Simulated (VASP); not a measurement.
# KI (Pm-3m) in VASP: a series of runs

The runs below take KI through single point, with LDA, PBE.

All numbers are computed with VASP 6.6.1; they aren't measurements. Logs are shortened: lines on timing, memory, paths and dates and some standing lists are left out, and cuts for length are marked.

### 1 The cell of the first run

It takes space group Pm-3m (No. 221, cubic). The conventional cell has a = 4.273 Å, b = 4.273 Å, c = 4.273 Å, α = 90.00°, β = 90.00°, γ = 90.00°. Within 4.9 Å of K (site symmetry m-3m) lie 8 I at 3.70 Å and 6 K at 4.27 Å. Within 4.9 Å of I (site symmetry m-3m) lie 8 K at 3.70 Å and 6 I at 4.27 Å.

### 2 Single point, LDA (functional LDA, strained)

INCAR reads:

```
ALGO = Normal
EDIFF = 1E-6
ENCUT = 520
ISIF = 2
ISMEAR = 0
LASPH = True
LCHARG = True
LELF = True
LREAL = False
LVHAR = True
LWAVE = False
NBANDS = 15
NELM = 100
PREC = Accurate
SIGMA = 0.02
```

KPOINTS reads:

```
k-points
0
Gamma
  6 6 6
```

POSCAR reads:

```
KI
1.0
    4.2732165460      0.0000000000      0.0000000000
    0.0000000000      4.2732165460      0.0000000000
    0.0000000000      0.0000000000      4.2732165460
K I
1 1
Direct
    0.0000000000      0.0000000000      0.0000000000
    0.5000000000      0.5000000000      0.5000000000
```

Potentials or basis: VASP PAW LDA potentials, release 64 (K_sv, I).

On the command line:

```sh
$ cat potpaw_LDA.64/K_sv/POTCAR potpaw_LDA.64/I/POTCAR > POTCAR
$ mpirun -np 1 vasp_std > vasp.out
```

OUTCAR:

```text
EDIFF = 1E-6
   ENCUT = 520
   ISIF = 2
   ISMEAR = 0
   LASPH = True
   LREAL = False
   NELM = 100
   PREC = Accurate

 ion  position               nearest neighbor table
   1  0.000  0.000  0.000-
   2  0.500  0.500  0.500-

  LATTYP: Found a simple cubic cell.
 ALAT       =     4.2732165460

  Lattice vectors:

 A1 = (   4.2732165460,   0.0000000000,   0.0000000000)
 A2 = (   0.0000000000,   4.2732165460,   0.0000000000)
 A3 = (   0.0000000000,   0.0000000000,   4.2732165460)

Analysis of symmetry for initial positions (statically):
=====================================================================
 Subroutine PRICEL returns:
 Original cell was already a primitive cell.

 Routine SETGRP: Setting up the symmetry group for a
 simple cubic supercell.

 Subroutine GETGRP returns: Found 48 space group operations
 (whereof 48 operations were pure point group operations)
 out of a pool of 48 trial point group operations.

The static configuration has the point symmetry O_h .

Analysis of symmetry for dynamics (positions and initial velocities):
=====================================================================
 Subroutine PRICEL returns:
 Original cell was already a primitive cell.

 Routine SETGRP: Setting up the symmetry group for a
 simple cubic supercell.

 Subroutine GETGRP returns: Found 48 space group operations
 (whereof 48 operations were pure point group operations)
 out of a pool of 48 trial point group operations.

The dynamic configuration has the point symmetry O_h .

 Subroutine INISYM returns: Found 48 space group operations
 (whereof 48 operations are pure point group operations),
 and found     1 'primitive' translations

----------------------------------------------------------------------------------------

                                     Primitive cell

  volume of cell :      78.0306

  direct lattice vectors                    reciprocal lattice vectors
     4.273216546  0.000000000  0.000000000     0.234015756  0.000000000  0.000000000
     0.000000000  4.273216546  0.000000000     0.000000000  0.234015756  0.000000000
     0.000000000  0.000000000  4.273216546     0.000000000  0.000000000  0.234015756

  length of vectors
     4.273216546  4.273216546  4.273216546     0.234015756  0.234015756  0.234015756

  position of ions in fractional coordinates (direct lattice)
     0.000000000  0.000000000  0.000000000
     0.500000000  0.500000000  0.500000000

  ion indices of the primitive-cell ions
   primitive index   ion index
                 1           1
                 2           2

----------------------------------------------------------------------------------------

 KPOINTS: k-points

Automatic generation of k-mesh.
 Grid dimensions read from file:
 generate k-points for:    6    6    6

 Generating k-lattice:

  Cartesian coordinates                     Fractional coordinates (reciprocal lattice)
     0.039002626  0.000000000  0.000000000     0.166666667  0.000000000  0.000000000
     0.000000000  0.039002626  0.000000000     0.000000000  0.166666667  0.000000000
     0.000000000  0.000000000  0.039002626     0.000000000  0.000000000  0.166666667

  Length of vectors
     0.039002626  0.039002626  0.039002626

  Shift w.r.t. Gamma in fractional coordinates (k-lattice)
     0.000000000  0.000000000  0.000000000

 Subroutine IBZKPT returns following result:
 ===========================================

 Found     20 irreducible k-points:

 Following reciprocal coordinates:
            Coordinates               Weight
  0.000000  0.000000  0.000000      1.000000
  0.166667  0.000000  0.000000      6.000000
  0.333333  0.000000  0.000000      6.000000
  0.500000  0.000000  0.000000      3.000000
  0.166667  0.166667  0.000000     12.000000
  0.333333  0.166667  0.000000     24.000000
[... 12 lines left out ...]
  0.500000  0.500000  0.333333      6.000000
  0.500000  0.500000  0.500000      1.000000
   k-points           NKPTS =     20   k-points in BZ     NKDIM =     20   number of bands    NBANDS=     15
   number of dos      NEDOS =    301   number of ions     NIONS =      2
   total plane-waves  NPLWV =  32768
   dimension x,y,z NGX =    32 NGY =   32 NGZ =   32
   dimension x,y,z NGXF=    64 NGYF=   64 NGZF=   64
   ions per type =               1   1
   NGX,Y,Z   is equivalent  to a cutoff of  12.45, 12.45, 12.45 a.u.
   NGXF,Y,Z  is equivalent  to a cutoff of  24.90, 24.90, 24.90 a.u.
 SYSTEM =  unknown system
   PREC   = accura    normal or accurate (medium, high low for compatibility)
   ISTART =      0    job   : 0-new  1-cont  2-samecut
   ICHARG =      2    charge: 1-file 2-atom 10-const
   ISPIN  =      1    spin polarized calculation?
   LNONCOLLINEAR =      F non collinear calculations
   LSORBIT =      F    spin-orbit coupling
   LASPH  =      T    aspherical Exc in radial PAW
   ENCUT  =  520.0 eV  38.22 Ry    6.18 a.u.   7.95  7.95  7.95*2*pi/ulx,y,z
   NELM   =    100;   NELMIN=  2; NELMDL= -5     # of ELM steps
   EDIFF  = 0.1E-05   stopping-criterion for ELM
   LREAL  =      F    real-space projection
   EDIFFG = 0.1E-04   stopping-criterion for IOM
   NSW    =      0    number of steps for IOM
   IBRION =     -1    ionic relax: 0-MD 1-quasi-New 2-CG
   NFREE  =      0    steps in history (QN), initial steepest desc. (CG)
   ISIF   =      2    stress and relaxation
   ISYM   =      2    0-nonsym 1-usesym 2-fastsym
   POTIM  = 0.5000    time-step for ionic-motion
   TEBEG  =    0.0;   TEEND  =   0.0 temperature during run
   PSTRESS=    0.0 pullay stress
   NELECT =      16.0000    total number of electrons
   NUPDOWN=      -1.0000    fix difference up-down
   EMIN   =  10.00;   EMAX   =-10.00  energy-range for DOS
   EFERMI =   0.00;   METHOD = LEGACY
   ISMEAR =     0;   SIGMA  =   0.02  broadening in eV -4-tet -1-fermi 0-gaus
   EFERMI_NEDOS =   21; number of points for ismear=-14 and -15
   IALGO  =     38    algorithm
   IMIX   =      4    mixing-type and parameters
     AMIX     =   0.40;   BMIX     =  1.00
     AMIX_MAG =   1.60;   BMIX_MAG =  1.00
  volume/ion in A,a.u.               =      39.02       263.29
  Fermi-wavevector in a.u.,A,eV,Ry     =   0.965369  1.824283 12.679771  0.931937
  Thomas-Fermi vector in A             =   2.095080
   LORBIT       =      0    0 simple, 1 ext, 2 COOP (PROOUT), +10 PAW based schemes
   GGA     = CA    functional components
   LHFCALC =     F    Hartree Fock is set to
   AEXX    =    0.0000 exact exchange contribution
   IVDW    =     0    specifies the selected vdW correction
   LEPSILON=     F    determine dielectric tensor
   LRPA    =     F    only Hartree local field effects (RPA)
 non-spin polarized calculation
 Gauss-broadening in eV      SIGMA  =   0.02
  energy-cutoff  :      520.00
  volume of cell :       78.03
 maximum number of plane-waves:      2176
 NGX is ok and might be reduce to    32
   NGX = 15   NGY = 15   NGZ = 15

 number of electron      16.0000001 magnetization

 Free energy of the ion-electron system (eV)
  ---------------------------------------------------
  ext. energy  EPLUGINS =         0.00000000
  ---------------------------------------------------
  free energy    TOTEN  =        -6.06045275 eV

  energy without entropy =       -6.06045275  energy(sigma->0) =       -6.06045275

 E-fermi :   0.9132     XC(G=0):  -8.1805

 val. band max:        0.7610071956   @ k =   0.5000   0.5000   0.0000
 cond. band min:       3.7885718087   @ k =   0.0000   0.0000   0.0000
 fundamental gap:      3.0275646131
 Fermi energy:         0.9131626323

 k-point     1 :       0.0000    0.0000    0.0000
  band No.  band energies     occupation
      1     -28.2235      2.00000
      2     -11.9113      2.00000
      3     -11.9113      2.00000
      4     -11.9113      2.00000
      5     -10.4995      2.00000
      6       0.3835      2.00000
      7       0.3835      2.00000
      8       0.3835      2.00000
      9       3.7886      0.00000
     10       5.2810      0.00000
     11       5.2810      0.00000
     12       9.0195      0.00000
     13       9.0195      0.00000
     14       9.0195      0.00000
     15      11.1903      0.00000

 k-point     2 :       0.1667    0.0000    0.0000
  band No.  band energies     occupation
      1     -28.2221      2.00000
      2     -11.9661      2.00000
      3     -11.9080      2.00000
      4     -11.9080      2.00000
      5     -10.4125      2.00000
      6      -0.3063      2.00000
      7       0.4012      2.00000
      8       0.4012      2.00000
      9       4.3929      0.00000
     10       5.4801      0.00000
     11       5.9660      0.00000
     12       8.9244      0.00000
     13       8.9244      0.00000
     14       9.1287      0.00000
     15      10.1858      0.00000

 k-point     3 :       0.3333    0.0000    0.0000
  band No.  band energies     occupation
      1     -28.2194      2.00000
      2     -12.0643      2.00000
      3     -11.9015      2.00000
      4     -11.9015      2.00000
      5     -10.2440      2.00000
      6      -1.2638      2.00000
      7       0.4365      2.00000
      8       0.4365      2.00000
      9       5.3655      0.00000
     10       6.0547      0.00000
     11       7.2665      0.00000
     12       8.6514      0.00000
     13       8.9095      0.00000
     14       8.9095      0.00000
     15       9.3856      0.00000
[... 271 lines left out ...]
 k-point    19 :       0.5000    0.5000    0.3333
  band No.  band energies     occupation
      1     -28.2090      2.00000
      2     -11.9898      2.00000
      3     -11.9898      2.00000
      4     -11.9607      2.00000
      5     -10.0057      2.00000
      6      -0.9845      2.00000
      7      -0.9845      2.00000
      8      -0.6261      2.00000
      9       5.5634      0.00000
     10       6.4071      0.00000
     11       6.4071      0.00000
     12       8.7764      0.00000
     13       9.5651      0.00000
     14       9.5651      0.00000
     15      10.1530      0.00000

 k-point    20 :       0.5000    0.5000    0.5000
  band No.  band energies     occupation
      1     -28.2078      2.00000
      2     -11.9844      2.00000
      3     -11.9844      2.00000
      4     -11.9844      2.00000
      5      -9.9590      2.00000
      6      -0.9730      2.00000
      7      -0.9730      2.00000
      8      -0.9730      2.00000
      9       6.1766      0.00000
     10       6.1766      0.00000
     11       6.1766      0.00000
     12       9.4751      0.00000
     13       9.4751      0.00000
     14       9.4751      0.00000
     15       9.6622      0.00000

------------------------ aborting loop because EDIFF is reached ----------------------------------------

  FORCE on cell =-STRESS in cart. coord.  units (eV):
  Direction    XX          YY          ZZ          XY          YZ          ZX
  --------------------------------------------------------------------------------------
  -------------------------------------------------------------------------------------
  Total       -0.7575082     -0.7575082     -0.7575082      0.0000000      0.0000000     -0.0000000
  in kB      -15.5536819    -15.5536819    -15.5536819      0.0000000      0.0000000     -0.0000000
  external PRESSURE =     -15.5536819 kB  Pullay stress =       0.0000000 kB

 VOLUME and BASIS-vectors are now :
 -----------------------------------------------------------------------------
  energy-cutoff  :      520.00
  volume of cell :       78.03
      direct lattice vectors                 reciprocal lattice vectors
     4.273216546  0.000000000  0.000000000     0.234015756  0.000000000  0.000000000
     0.000000000  4.273216546  0.000000000     0.000000000  0.234015756  0.000000000
     0.000000000  0.000000000  4.273216546     0.000000000  0.000000000  0.234015756

 POSITION                                       TOTAL-FORCE (eV/Angst)
 -----------------------------------------------------------------------------------
      0.00000      0.00000      0.00000         0.000000      0.000000      0.000000
      2.13661      2.13661      2.13661         0.000000      0.000000      0.000000
 -----------------------------------------------------------------------------------
    total drift:                                0.000000      0.000000     -0.000000

  FREE ENERGIE OF THE ION-ELECTRON SYSTEM (eV)
  ---------------------------------------------------
  free  energy   TOTEN  =        -6.0604527529 eV

  energy  without entropy=       -6.0604527529  energy(sigma->0) =       -6.06045275
```

Wall time 11 s (1 thread of Intel Xeon Platinum 8375C at 2.90GHz (Ice Lake), shared host); peak memory 0.16 GiB.

Results:

| Item | Value |
| --- | --- |
| Free energy | -6.0605 eV |
| Pressure | -1.6 GPa |
| Band gap on the k mesh | 3.03 eV, indirect (least direct gap 3.41 eV) |

Levels at points of the mesh, in eV from the valence-band top:
```tsv
k point	band 4	band 5	band 6	band 7	band 8	band 9	band 10	band 11	band 12	band 13
(0.00, 0.00, 0.00)	-12.67	-11.26	-0.38	-0.38	-0.38	3.03	4.52	4.52	8.26	8.26
(0.50, 0.00, 0.00)	-12.66	-10.92	-2.41	-0.31	-0.31	5.25	5.91	6.83	6.92	8.52
(0.50, 0.50, 0.00)	-12.65	-10.90	-1.78	-1.78	0.00	3.64	5.49	6.62	6.62	8.81
(0.50, 0.50, 0.50)	-12.75	-10.72	-1.73	-1.73	-1.73	5.42	5.42	5.42	8.71	8.71
```

Caveat: the cell differs from its parent crystal (functional LDA, strained); spin-orbit coupling is left out, which moves the levels of the heavy elements. A k mesh can miss the band edges.

### 3 Single point, PBE

This run uses another cell than the first one, of 40.87 Å³/atom, 1.048 times its volume.

INCAR reads:

```
SYSTEM = KI
  ALGO = Normal
  EDIFF = 1E-7
  ENCUT = 520
  GGA = PE
  ISIF = 2
  ISMEAR = 0
  LASPH = .True.
  LCHARG = .False.
  LREAL = .False.
  LWAVE = .False.
  NBANDS = 15
  NELM = 100
  PREC = Accurate
  SIGMA = 0.02
```

KPOINTS reads:

```
k-points
0
Gamma
  6 6 6
  0 0 0
```

POSCAR reads:

```
KI
1.0
    4.3399769145      0.0000000000      0.0000000000
    0.0000000000      4.3399769145      0.0000000000
    0.0000000000      0.0000000000      4.3399769145
K I
1 1
Direct
    0.0000000000      0.0000000000      0.0000000000
    0.5000000000      0.5000000000      0.5000000000
```

Potentials or basis: VASP PAW PBE potentials, release 64 (K_sv, I).

On the command line:

```sh
$ cat potpaw_PBE.64/K_sv/POTCAR potpaw_PBE.64/I/POTCAR > POTCAR
$ mpirun -np 1 vasp_std > vasp.out
```

It took 10 s on 1 thread of Intel Xeon Platinum 8488C (Sapphire Rapids), shared host; peak memory 0.18 GiB.

Results (log left out):

```yaml
Free_energy: -5.4256 eV
Pressure: 0.0 GPa
Band_gap_on_the_k_mesh: 3.25 eV, indirect (least direct gap 3.59 eV)
```

Levels at points of the mesh, in eV from the valence-band top:
| k point | band 4 | band 5 | band 6 | band 7 | band 8 | band 9 | band 10 | band 11 | band 12 | band 13 |
| --- | --- | --- | --- | --- | --- | --- | --- | --- | --- | --- |
| (0.00, 0.00, 0.00) | -12.86 | -11.07 | -0.34 | -0.34 | -0.34 | 3.25 | 4.83 | 4.83 | 8.35 | 8.35 |
| (0.50, 0.00, 0.00) | -12.85 | -10.81 | -2.17 | -0.27 | -0.27 | 5.40 | 6.21 | 6.88 | 7.08 | 8.59 |
| (0.50, 0.50, 0.00) | -12.85 | -10.76 | -1.62 | -1.62 | 0.00 | 3.94 | 5.69 | 6.80 | 6.80 | 8.89 |
| (0.50, 0.50, 0.50) | -12.92 | -10.60 | -1.56 | -1.56 | -1.56 | 5.61 | 5.61 | 5.61 | 8.72 | 8.72 |

Caveat: spin-orbit coupling is left out, which moves the levels of the heavy elements.
